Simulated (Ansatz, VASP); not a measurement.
One calculation of Cu, two programs

```
Cu
1.0
    -1.38499    1.38499    1.42446
     1.38499   -1.38499    1.42446
     1.38499    1.38499   -1.42446
Cu
1
Direct
  0.00000 0.00000 0.00000
```

Alike in both runs: task single point; functional LDA; k mesh 24 × 24 × 24; occupations gaussian, width 0.15 eV; no spin polarisation.

|  | VASP | Ansatz |
| --- | --- | --- |
| version | VASP 6.6.1 | Ansatz 0.2.0 |
| potentials or method | VASP PAW LDA potentials, release 64 (Cu), cutoff 520 eV | scalar-relativistic, plane waves, PAW |
| valence electrons in the cell | 11 | 19 |

```tsv
	VASP	Ansatz	Ansatz less VASP
gap on the k mesh at the Fermi level (eV)	none	none	-
pressure (GPa)	1.4	-0.1	-1.50
traceless stress, the component that is largest in VASP (GPa)	0.28	0.29	+0.005
```

Ansatz warns that its potentials were made for another functional, while VASP's fit it. LDA's correlation is that of Perdew and Zunger in VASP and of Perdew and Wang (1992) in Ansatz. A gap of «none» marks a metal or a gap that the smearing closes. VASP's potentials hold 11 valence electrons a cell and Ansatz's 19, so a difference there can come from the potentials and not from the codes.
